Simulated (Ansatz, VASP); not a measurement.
## NbSiO4 in VASP and in Ansatz

The input INCAR:

```
SYSTEM = NbSiO4
ALGO = Normal ; EDIFF = 1E-6
EDIFFG = -0.04 ; ENCUT = 600
GGA = PE ; IBRION = 2
ISIF = 3 ; ISMEAR = 0
ISPIN = 2 ; LASPH = .TRUE.
LCHARG = .FALSE. ; LMAXMIX = 4
LORBIT = 11 ; LREAL = .FALSE.
LWAVE = .FALSE. ; MAGMOM = 0.11 0.05 0.59 0.59 0.59 0.59
NELM = 150 ; NSW = 90
PREC = Accurate ; SIGMA = 0.1
```

KPOINTS

```
k-points
0
G
  6 6 6
  0 0 0
```

POSCAR

```
NbSiO4
1.0
    0.0000000000      3.1754489800      3.1754489800
    3.1754489800      0.0000000000      3.1754489800
    3.1754489800      3.1754489800      0.0000000000
Nb Si O
1 1 4
Direct
    0.7500000000      0.7500000000      0.7500000000
    0.0000000000      0.0000000000      0.0000000000
    0.8773100100      0.3742300000      0.3742300000
    0.3742300000      0.3742300000      0.3742300000
    0.3742300000      0.8773100100      0.3742300000
    0.3742300000      0.3742300000      0.8773100100
```

Input for Ansatz:

```yaml
crystal:
  lattice:
    - [0.0, 3.17544898, 3.17544898]
    - [3.17544898, 0.0, 3.17544898]
    - [3.17544898, 3.17544898, 0.0]
  atoms:
    - { symbol: Nb, position: [0.75, 0.75, 0.75] }
    - { symbol: Si, position: [0.0, 0.0, 0.0] }
    - { symbol: O, position: [0.87731001, 0.37423, 0.37423] }
    - { symbol: O, position: [0.37423, 0.37423, 0.37423] }
    - { symbol: O, position: [0.37423, 0.87731001, 0.37423] }
    - { symbol: O, position: [0.37423, 0.37423, 0.87731001] }
basis:
  ecutwfc: 420
kpoints:
  mp_grid: { grid: [6, 6, 6] }
hamiltonian:
  xc: pbe
scf:
  occupations: { method: gaussian, width: 0.1 }
  lower_state_search: "off"
output:
  forces: true
  stress: true
  eigenvalues: true
  populations: true
magnetization:
  spin_polarized: true
relax:
  adjacent_minimum: "off"
  f_tol: 0.04
  max_steps: 70
  cell: { stress_tol: 0.4 }
```

Change from the starting cell: species swapped into the HoCdCu4 type (F-43m, No. 216).

Alike in both runs: task relaxation of cell and atoms; functional PBE; k mesh 6 × 6 × 6; occupations gaussian, width 0.1 eV; collinear spin.

|  | VASP | Ansatz |
| --- | --- | --- |
| version | VASP 6.6.1 | Ansatz 0.2.0 |
| potentials or method | VASP PAW PBE potentials, release 64 (Nb_sv, Si, O), cutoff 600 eV | scalar-relativistic, plane waves, PAW |
| valence electrons in the cell | 41 | 41 |

|  | VASP | Ansatz | Ansatz less VASP |
| --- | --- | --- | --- |
| gap on the k mesh at the Fermi level, each at its own relaxed structure (eV) | none | none | - |
| net moment per atom (μB) | 0.40 | 0.40 | 0.000 |
| size of the moment on the site where the two differ most (μB) | 0.49 | 0.54 | +0.046 |
| relaxed volume (Å³/atom) | 10.13 | 10.14 | +0.016 |
| relaxed cell length with the largest relative difference (Å) | 4.413 | 4.415 | +0.0023 |

Site moments also hang on the region over which each program counts them. A gap of «none» marks a metal or a gap that the smearing closes. Ansatz's warnings: no starting moments.
